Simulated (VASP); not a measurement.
A run of VASP 6.6.1 is set up as follows.

INCAR

```
SYSTEM = AlAu2
ALGO     = Fast           ! electronic algorithm
EDIFF    = 1E-6           ! SCF threshold, eV
ENCUT    = 520            ! plane-wave cutoff, eV
GGA      = CA             ! functional
ISIF     = 2              ! what is computed and relaxed
ISMEAR   = 0              ! smearing method
LASPH    = .TRUE.         ! aspherical terms in the spheres
LCHARG   = .FALSE.        ! write CHGCAR
LREAL    = .FALSE.        ! projectors in reciprocal space
LWAVE    = .FALSE.        ! write WAVECAR
NBANDS   = 20             ! bands
NELM     = 80             ! most SCF steps
PREC     = Accurate       ! precision mode
SIGMA    = 0.15           ! smearing width, eV
```

The input KPOINTS:

```
k-points
0
G
  16 16 16
  0 0 0
```

The input POSCAR:

```
AlAu2
1.0
   -1.6193000000      1.6193000000      4.4441500000
    1.6193000000     -1.6193000000      4.4441500000
    1.6193000000      1.6193000000     -4.4441500000
Al Au
1 2
Direct
    0.0000000000      0.0000000000      0.0000000000
    0.6570428093      0.6570428093      0.0000000000
    0.3429571907      0.3429571907      0.0000000000
```

Potentials or basis: VASP PAW LDA potentials, release 64 (Al, Au).

Launch:

```bash
$ cat potpaw_LDA.64/Al/POTCAR potpaw_LDA.64/Au/POTCAR > POTCAR
$ mpirun -np 1 vasp_std > vasp.out
```

Task: Estimate the largest force.

Result: 0.358 eV/Å.

Task: What does it give for the pressure?

Result: 2.2 GPa.

Stress tensor (GPa, compression positive):
```
 3.67  0.00  0.00
 0.00  3.67  0.00
 0.00  0.00 -0.72
```
